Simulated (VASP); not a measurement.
Set up this calculation in VASP 6.6.1, as the native input.

```yaml
Task: single point
Functional: PBE
Potentials_or_basis: VASP PAW PBE potentials, release 64 (Na_pv, F)
Cutoff: 520 eV
k_mesh: 10 × 10 × 10
Occupations: fermi-dirac, width 0.02 eV
Spin: no spin polarisation
Dipole_correction: no
Further_INCAR_settings: ALGO = Normal; EDIFF = 1e-07; NBANDS = 14
```

The structure of NaF lies in POSCAR:

```
NaF
1.0
    2.7934852186      0.0000000000      0.0000000000
    0.0000000000      2.7934852186      0.0000000000
    0.0000000000      0.0000000000      2.8395777247
Na F
1 1
Direct
    0.0000000000      0.0000000000      0.0000000000
    0.5000000000      0.5000000000      0.5000000000
```

This cell differs from its parent crystal: uniaxial z strain +1.7%.

These files were run (other wordings do the same):

INCAR

```
PREC = Accurate
ENCUT = 520
EDIFF = 1E-7
ISMEAR = -1
SIGMA = 0.02
LREAL = False
LASPH = True
NELM = 60
ALGO = Normal
ISIF = 2
LWAVE = False
LCHARG = False
GGA = PE
NBANDS = 14
```

KPOINTS

```
Automatic mesh
0
Gamma
  10 10 10
```

Potentials or basis: VASP PAW PBE potentials, release 64 (Na_pv, F).

Run with:

```bash
$ cat potpaw_PBE.64/Na_pv/POTCAR potpaw_PBE.64/F/POTCAR > POTCAR
$ mpirun -np 1 vasp_std > vasp.out
```

It gave:

The pressure is 3.2 GPa and the band gap on the k mesh is 5.97 eV, indirect (least direct gap 6.30 eV).

Caveat: the cell differs from its parent crystal (uniaxial z strain +1.7%).

Run time: 30 s on 1 thread of Intel Xeon 8259CL, on a shared host, peak memory 0.16 GiB.
